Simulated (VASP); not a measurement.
# Cu in VASP: a series of runs

The runs below take Cu through single point, with PBE.

Everything below comes from runs of VASP 6.6.1. Logs are shortened: lines on timing, memory, paths and dates and some standing lists are left out, and cuts for length are marked.

**1. The cell of the first run**

The structure is cubic, space group Fm-3m (No. 225). Conventional cell: a = 3.796 Å, b = 3.796 Å, c = 3.796 Å, α = 90.00°, β = 90.00°, γ = 90.00°. Cu (site symmetry m-3m) has 12 Cu at 2.68 Å within 3.5 Å.

**2. Single point, PBE (strain +0.050 along x and y, +0.050 along z)**

INCAR reads:

```
  PREC = Accurate
  ENCUT = 520
  EDIFF = 1E-6
  ISMEAR = 0
  SIGMA = 0.15
  LREAL = False
  LASPH = True
  NELM = 100
  ALGO = Fast
  ISIF = 2
  LWAVE = False
  LCHARG = True
  GGA = PE
  LELF = True
  LVHAR = True
  NBANDS = 12
```

KPOINTS reads:

```
Automatic mesh
0
Gamma
  22 22 22
```

POSCAR reads:

```
Cu
1.0
    0.0000000000      1.8978750000      1.8978750000
    1.8978750000      0.0000000000      1.8978750000
    1.8978750000      1.8978750000      0.0000000000
Cu
1
Direct
    0.0000000000      0.0000000000      0.0000000000
```

Potentials or basis: VASP PAW PBE potentials, release 64 (Cu).

Launch:

```bash
$ cat potpaw_PBE.64/Cu/POTCAR > POTCAR
$ mpirun -np 1 vasp_std > vasp.out
```

OUTCAR:

```text
PREC = Accurate
   ENCUT = 520
   EDIFF = 1E-6
   ISMEAR = 0
   LREAL = False
   LASPH = True
   NELM = 100
   ISIF = 2
   GGA = PE

 ion  position               nearest neighbor table
   1  0.000  0.000  0.000-

  LATTYP: Found a face centered cubic cell.
 ALAT       =     3.7957500000

  Lattice vectors:

 A1 = (   0.0000000000,   1.8978750000,   1.8978750000)
 A2 = (   1.8978750000,   0.0000000000,   1.8978750000)
 A3 = (   1.8978750000,   1.8978750000,   0.0000000000)

Analysis of symmetry for initial positions (statically):
=====================================================================
 Subroutine PRICEL returns:
 Original cell was already a primitive cell.

 Routine SETGRP: Setting up the symmetry group for a
 face centered cubic supercell.

 Subroutine GETGRP returns: Found 48 space group operations
 (whereof 48 operations were pure point group operations)
 out of a pool of 48 trial point group operations.

The static configuration has the point symmetry O_h .

Analysis of symmetry for dynamics (positions and initial velocities):
=====================================================================
 Subroutine PRICEL returns:
 Original cell was already a primitive cell.

 Routine SETGRP: Setting up the symmetry group for a
 face centered cubic supercell.

 Subroutine GETGRP returns: Found 48 space group operations
 (whereof 48 operations were pure point group operations)
 out of a pool of 48 trial point group operations.

The dynamic configuration has the point symmetry O_h .

 Subroutine INISYM returns: Found 48 space group operations
 (whereof 48 operations are pure point group operations),
 and found     1 'primitive' translations

----------------------------------------------------------------------------------------

                                     Primitive cell

  volume of cell :      13.6720

  direct lattice vectors                    reciprocal lattice vectors
     0.000000000  1.897875000  1.897875000    -0.263452546  0.263452546  0.263452546
     1.897875000  0.000000000  1.897875000     0.263452546 -0.263452546  0.263452546
     1.897875000  1.897875000  0.000000000     0.263452546  0.263452546 -0.263452546

  length of vectors
     2.684000565  2.684000565  2.684000565     0.456313194  0.456313194  0.456313194

  position of ions in fractional coordinates (direct lattice)
     0.000000000  0.000000000  0.000000000

  ion indices of the primitive-cell ions
   primitive index   ion index
                 1           1

----------------------------------------------------------------------------------------

 KPOINTS: Automatic mesh

Automatic generation of k-mesh.
 Grid dimensions read from file:
 generate k-points for:   22   22   22

 Generating k-lattice:

  Cartesian coordinates                     Fractional coordinates (reciprocal lattice)
    -0.011975116  0.011975116  0.011975116     0.045454545  0.000000000  0.000000000
     0.011975116 -0.011975116  0.011975116     0.000000000  0.045454545  0.000000000
     0.011975116  0.011975116 -0.011975116     0.000000000  0.000000000  0.045454545

  Length of vectors
     0.020741509  0.020741509  0.020741509

  Shift w.r.t. Gamma in fractional coordinates (k-lattice)
     0.000000000  0.000000000  0.000000000

 Subroutine IBZKPT returns following result:
 ===========================================

 Found    328 irreducible k-points:

 Following reciprocal coordinates:
            Coordinates               Weight
  0.000000  0.000000  0.000000      1.000000
  0.045455  0.000000  0.000000      8.000000
  0.090909  0.000000  0.000000      8.000000
  0.136364  0.000000  0.000000      8.000000
  0.181818  0.000000  0.000000      8.000000
  0.227273  0.000000  0.000000      8.000000
[... 16 lines left out ...]
  0.500000  0.045455  0.000000     24.000000
 -0.454545  0.045455  0.000000     24.000000
 [... further k-points ...]
   k-points           NKPTS =    328   k-points in BZ     NKDIM =    328   number of bands    NBANDS=     12
   number of dos      NEDOS =    301   number of ions     NIONS =      1
   total plane-waves  NPLWV =   8000
   dimension x,y,z NGX =    20 NGY =   20 NGZ =   20
   dimension x,y,z NGXF=    40 NGYF=   40 NGZF=   40
   ions per type =               1
   NGX,Y,Z   is equivalent  to a cutoff of  12.39, 12.39, 12.39 a.u.
   NGXF,Y,Z  is equivalent  to a cutoff of  24.78, 24.78, 24.78 a.u.
 SYSTEM =  unknown system
   PREC   = accura    normal or accurate (medium, high low for compatibility)
   ISTART =      0    job   : 0-new  1-cont  2-samecut
   ICHARG =      2    charge: 1-file 2-atom 10-const
   ISPIN  =      1    spin polarized calculation?
   LNONCOLLINEAR =      F non collinear calculations
   LSORBIT =      F    spin-orbit coupling
   LASPH  =      T    aspherical Exc in radial PAW
   ENCUT  =  520.0 eV  38.22 Ry    6.18 a.u.   4.99  4.99  4.99*2*pi/ulx,y,z
   NELM   =    100;   NELMIN=  2; NELMDL= -5     # of ELM steps
   EDIFF  = 0.1E-05   stopping-criterion for ELM
   LREAL  =      F    real-space projection
   EDIFFG = 0.1E-04   stopping-criterion for IOM
   NSW    =      0    number of steps for IOM
   IBRION =     -1    ionic relax: 0-MD 1-quasi-New 2-CG
   NFREE  =      0    steps in history (QN), initial steepest desc. (CG)
   ISIF   =      2    stress and relaxation
   ISYM   =      2    0-nonsym 1-usesym 2-fastsym
   POTIM  = 0.5000    time-step for ionic-motion
   TEBEG  =    0.0;   TEEND  =   0.0 temperature during run
   PSTRESS=    0.0 pullay stress
   NELECT =      11.0000    total number of electrons
   NUPDOWN=      -1.0000    fix difference up-down
   EMIN   =  10.00;   EMAX   =-10.00  energy-range for DOS
   EFERMI =   0.00;   METHOD = LEGACY
   ISMEAR =     0;   SIGMA  =   0.15  broadening in eV -4-tet -1-fermi 0-gaus
   EFERMI_NEDOS =   21; number of points for ismear=-14 and -15
   IALGO  =     68    algorithm
   IMIX   =      4    mixing-type and parameters
     AMIX     =   0.40;   BMIX     =  1.00
     AMIX_MAG =   1.60;   BMIX_MAG =  1.00
  volume/ion in A,a.u.               =      13.67        92.26
  Fermi-wavevector in a.u.,A,eV,Ry     =   1.522631  2.877356 31.543835  2.318406
  Thomas-Fermi vector in A             =   2.631184
   LORBIT       =      0    0 simple, 1 ext, 2 COOP (PROOUT), +10 PAW based schemes
   GGA     = PE    functional components
   LHFCALC =     F    Hartree Fock is set to
   AEXX    =    0.0000 exact exchange contribution
   IVDW    =     0    specifies the selected vdW correction
   LEPSILON=     F    determine dielectric tensor
   LRPA    =     F    only Hartree local field effects (RPA)
 non-spin polarized calculation
 RMM-DIIS sequential band-by-band and
 Gauss-broadening in eV      SIGMA  =   0.15
  energy-cutoff  :      520.00
  volume of cell :       13.67
 maximum number of plane-waves:       380
   NGX =  9   NGY =  9   NGZ =  9

 number of electron      11.0000011 magnetization

 Free energy of the ion-electron system (eV)
  ---------------------------------------------------
  ext. energy  EPLUGINS =         0.00000000
  ---------------------------------------------------
  free energy    TOTEN  =        -3.65426351 eV

  energy without entropy =       -3.65128149  energy(sigma->0) =       -3.65277250

 E-fermi :   5.9048     XC(G=0): -11.8987

 val. band max:        5.9041461967   @ k =  -0.4545   0.0909   0.0455
 cond. band min:       5.9250583681   @ k =   0.5000   0.2727   0.0909
 fundamental gap:      0.0209121714
 Fermi energy:         5.9048464464

 k-point     1 :       0.0000    0.0000    0.0000
  band No.  band energies     occupation
      1      -2.3886      2.00000
      2       3.2879      2.00000
      3       3.2879      2.00000
      4       3.2879      2.00000
      5       3.9419      2.00000
      6       3.9419      2.00000
      7      27.3174      0.00000
      8      28.8661      0.00000
      9      28.8661      0.00000
     10      28.8661      0.00000
     11      31.3247      0.00000
     12      31.3247      0.00000

 k-point     2 :       0.0455    0.0000    0.0000
  band No.  band energies     occupation
      1      -2.3207      2.00000
      2       3.2754      2.00000
      3       3.2995      2.00000
      4       3.2995      2.00000
      5       3.9374      2.00000
      6       3.9374      2.00000
      7      26.7597      0.00000
      8      28.0252      0.00000
      9      28.6269      0.00000
     10      28.6269      0.00000
     11      31.6699      0.00000
     12      31.6699      0.00000

 k-point     3 :       0.0909    0.0000    0.0000
  band No.  band energies     occupation
      1      -2.1183      2.00000
      2       3.2404      2.00000
      3       3.3314      2.00000
      4       3.3314      2.00000
      5       3.9267      2.00000
      6       3.9267      2.00000
      7      24.8118      0.00000
      8      27.7201      0.00000
      9      28.1331      0.00000
     10      28.1331      0.00000
     11      32.4743      0.00000
     12      32.4781      0.00000
[... 286 lines left out ...]
 k-point    23 :       0.5000    0.0455    0.0000
  band No.  band energies     occupation
      1       1.6159      2.00000
      2       3.2454      2.00000
      3       3.2850      2.00000
      4       4.2079      2.00000
      5       4.3975      2.00000
      6       5.5033      1.99985
      7       9.0717      0.00000
      8      24.8894      0.00000
      9      25.2626      0.00000
     10      25.7009      0.00000
     11      29.5876      0.00000
     12      29.8650      0.00000

 k-point    24 :      -0.4545    0.0455    0.0000
  band No.  band energies     occupation
      1       1.6023      2.00000
      2       3.2505      2.00000
      3       3.2853      2.00000
      4       4.2040      2.00000
      5       4.3735      2.00000
      6       5.3758      2.00000
      7       9.2726      0.00000
      8      24.5425      0.00000
      9      25.6205      0.00000
     10      25.8562      0.00000
     11      29.3104      0.00000
     12      30.0459      0.00000

 [... further k-points ...]

------------------------ aborting loop because EDIFF is reached ----------------------------------------

  FORCE on cell =-STRESS in cart. coord.  units (eV):
  Direction    XX          YY          ZZ          XY          YZ          ZX
  --------------------------------------------------------------------------------------
  -------------------------------------------------------------------------------------
  Total       -1.0316988     -1.0316988     -1.0316988      0.0000000      0.0000000      0.0000000
  in kB     -120.9012259   -120.9012259   -120.9012259      0.0000000      0.0000000      0.0000000
  external PRESSURE =    -120.9012259 kB  Pullay stress =       0.0000000 kB

 VOLUME and BASIS-vectors are now :
 -----------------------------------------------------------------------------
  energy-cutoff  :      520.00
  volume of cell :       13.67
      direct lattice vectors                 reciprocal lattice vectors
     0.000000000  1.897875000  1.897875000    -0.263452546  0.263452546  0.263452546
     1.897875000  0.000000000  1.897875000     0.263452546 -0.263452546  0.263452546
     1.897875000  1.897875000  0.000000000     0.263452546  0.263452546 -0.263452546

 POSITION                                       TOTAL-FORCE (eV/Angst)
 -----------------------------------------------------------------------------------
      0.00000      0.00000      0.00000         0.000000      0.000000     -0.000000
 -----------------------------------------------------------------------------------
    total drift:                               -0.000000     -0.000000     -0.000000

  FREE ENERGIE OF THE ION-ELECTRON SYSTEM (eV)
  ---------------------------------------------------
  free  energy   TOTEN  =        -3.6542635089 eV

  energy  without entropy=       -3.6512814869  energy(sigma->0) =       -3.65277250
```

It took 91 s on 1 thread of AMD EPYC 7R13, shared host; peak memory 0.13 GiB.

Results:

| Item | Value |
| --- | --- |
| Free energy | -3.6543 eV |
| Pressure | -12.1 GPa |
| Band gap on the k mesh | zero (an odd number of electrons rules out a gap without spin polarisation) |

Caveat: the cell differs from its parent crystal (strain +0.050 along x and y, +0.050 along z); the cell stands under tension.

[end of part 1 of 3]

The gap in the log of VASP goes by the Fermi energy; the results here count the filled bands.